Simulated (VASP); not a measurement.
Input of a VASP 6.6.1 run:

File INCAR:

```
ALGO = Normal
EDIFF = 1E-6
ENCUT = 520
GGA = PS
ISIF = 2
ISMEAR = -1
LASPH = True
LCHARG = False
LREAL = False
LWAVE = False
NBANDS = 14
NELM = 60
PREC = Accurate
SIGMA = 0.05
```

The input KPOINTS:

```
k-points
0
Gamma
  9 9 9
```

File POSCAR:

```
Bi
1.0
   -1.7898629917      1.7898629917      1.7898629917
    1.7898629917     -1.7898629917      1.7898629917
    1.7898629917      1.7898629917     -1.7898629917
Bi
1
Direct
    0.0000000000      0.0000000000      0.0000000000
```

Potentials or basis: VASP PAW PBE potentials, release 64 (Bi_d).

The run is started by

```console
$ cat potpaw_PBE.64/Bi_d/POTCAR > POTCAR
$ mpirun -np 1 vasp_std > vasp.out
```

(1) Predict the pressure.

Results:

(1) 29.9 GPa.

Caveat: the PAW data sets were made with another functional, which shifts forces and pressure a little.
